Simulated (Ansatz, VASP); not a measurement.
Ga2H in VASP and in Ansatz

```
Ga H
1.0
     5.77019    0.00000    0.00000
     0.00000    5.77019    0.00000
     0.00000    0.00000    2.77808
Ga H
4 2
Direct
  0.21802 0.21802 0.00000
  0.28198 0.71802 0.50000
  0.78198 0.78198 0.00000
  0.71802 0.28198 0.50000
  0.00000 0.00000 0.00000
  0.50000 0.50000 0.50000
```

Alike in both runs: functional PBE; k mesh 8 × 8 × 12; occupations gaussian, width 0.1 eV; no spin polarisation.

Ansatz relaxed the structure, and its values are those at the end. VASP's run is a single point on that final structure, the one shown.

|  | VASP | Ansatz |
| --- | --- | --- |
| version | VASP 6.6.1 | Ansatz 0.2.0 |
| potentials or method | VASP PAW PBE potentials, release 64 (Ga_d, H), cutoff 520 eV | scalar-relativistic, plane waves, PAW |
| valence electrons in the cell | 54 | 54 |

```csv
,VASP,Ansatz,Ansatz less VASP
gap on the k mesh at the Fermi level (eV),none,none,-
pressure (GPa),0.0,0.0,+0.02
rms of the force components (eV/Å),0.003,0.000,-0.0026
```

A gap of «none» marks a metal or a gap that the smearing closes.
